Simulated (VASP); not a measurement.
Set up this calculation in VASP 6.6.1, as the native input.

| Item | Value |
| --- | --- |
| Task | single point |
| Functional | PBE-based screened hybrid |
| Potentials or basis | VASP PAW PBE potentials, release 64 (Se, Zn) |
| Cutoff | 520 eV |
| k mesh | 4 × 4 × 4 |
| Occupations | fermi-dirac, width 0.05 eV |
| Spin | no spin polarisation |
| Dipole correction | no |
| Grid for exact exchange (PRECFOCK) | Normal |
| Share of exact exchange | 0.25 |
| Further INCAR settings | ALGO = Normal; EDIFF = 1e-06; NBANDS = 16 |
| Screening parameter | 0.6 1/Å |

The system is ZnSe (Stilleite).

```
Se Zn
1.0
     0.00000    2.83380    2.83380
     2.83380    0.00000    2.83380
     2.83380    2.83380    0.00000
Se Zn
1 1
Direct
  0.75000 0.75000 0.75000
  0.00000 0.00000 0.00000
```

The input as run:

POSCAR

```
ZnSe
1.0
    0.0000000000      2.8338000000      2.8338000000
    2.8338000000      0.0000000000      2.8338000000
    2.8338000000      2.8338000000      0.0000000000
Se Zn
1 1
Direct
    0.7500000000      0.7500000000      0.7500000000
    0.0000000000      0.0000000000      0.0000000000
```

INCAR.step1

```
SYSTEM = ZnSe
PREC     = Accurate       ! precision mode
ENCUT    = 520            ! plane-wave cutoff, eV
EDIFF    = 1E-5           ! SCF threshold, eV
ISMEAR   = -1             ! smearing method
SIGMA    = 0.05           ! smearing width, eV
LREAL    = .False.        ! projectors in reciprocal space
LASPH    = .True.         ! aspherical terms in the spheres
NELM     = 60             ! most SCF steps
ALGO     = Normal         ! electronic algorithm
ISIF     = 2              ! what is computed and relaxed
LWAVE    = .True.         ! write WAVECAR
LCHARG   = .False.        ! write CHGCAR
GGA      = PE             ! functional
NBANDS   = 16             ! bands
```

INCAR.step2

```
SYSTEM = ZnSe
PREC     = Accurate       ! precision mode
ENCUT    = 520            ! plane-wave cutoff, eV
EDIFF    = 1E-6           ! SCF threshold, eV
ISMEAR   = -1             ! smearing method
SIGMA    = 0.05           ! smearing width, eV
LREAL    = .False.        ! projectors in reciprocal space
LASPH    = .True.         ! aspherical terms in the spheres
NELM     = 60             ! most SCF steps
ALGO     = Normal         ! electronic algorithm
ISIF     = 2              ! what is computed and relaxed
LWAVE    = .False.        ! write WAVECAR
LCHARG   = .False.        ! write CHGCAR
GGA      = PE             ! functional
LHFCALC  = .True.         ! exact exchange
AEXX     = 0.25           ! exact-exchange fraction
HFSCREEN = 0.6            ! screening, 1/A
PRECFOCK = Normal       
ISTART   = 1            
NBANDS   = 16             ! bands
```

KPOINTS

```
regular mesh
0
Gamma
  4 4 4
  0 0 0
```

Potentials or basis: VASP PAW PBE potentials, release 64 (Se, Zn).

Command:

```bash
$ cat potpaw_PBE.64/Se/POTCAR potpaw_PBE.64/Zn/POTCAR > POTCAR
$ cp INCAR.step1 INCAR
$ mpirun -np 1 vasp_std > vasp.out
$ cp INCAR.step2 INCAR
$ mpirun -np 1 vasp_std > vasp.out
```

It gave:

- Pressure: 2.2 GPa
- Band gap on the k mesh: 1.84 eV, direct

Caveat: the k points lie up to 0.48 Å⁻¹ apart; the PAW data sets were made with another functional, which shifts forces and pressure a little.

It took 7.6 min on 1 thread of Intel Xeon 6975P-C, with other jobs on the host, peak memory 0.28 GiB.
